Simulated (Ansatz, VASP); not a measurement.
# ZnS3: VASP beside Ansatz

```
CELL_PARAMETERS angstrom
4.22572 0.00000 0.00000
0.00000 4.22572 0.00000
0.00000 0.00000 4.22572
ATOMIC_POSITIONS crystal
Zn 0.00000 0.00000 0.00000
S 0.00000 0.50000 0.50000
S 0.50000 0.00000 0.50000
S 0.50000 0.50000 0.00000
```

Alike in both runs: task relaxation of cell and atoms; functional PBE; k mesh 4 × 4 × 4; occupations gaussian, width 0.1 eV; no spin polarisation.

```csv
,VASP,Ansatz
version,VASP 6.6.1,Ansatz 0.2.0
potentials or method,"VASP PAW PBE potentials, release 64 (Zn, S), cutoff 600 eV","scalar-relativistic, plane waves, PAW"
valence electrons in the cell,30,30
```

|  | VASP | Ansatz | Ansatz less VASP |
| --- | --- | --- | --- |
| gap on the k mesh at the Fermi level, each at its own relaxed structure (eV) | none | none | - |
| relaxed volume (Å³/atom) | 16.95 | 16.91 | -0.038 |
| relaxed cell length with the largest relative difference (Å) | 4.077 | 4.074 | -0.0030 |

A gap of «none» marks a metal or a gap that the smearing closes.

The k mesh is coarse, so the values compare programs but aren't converged.
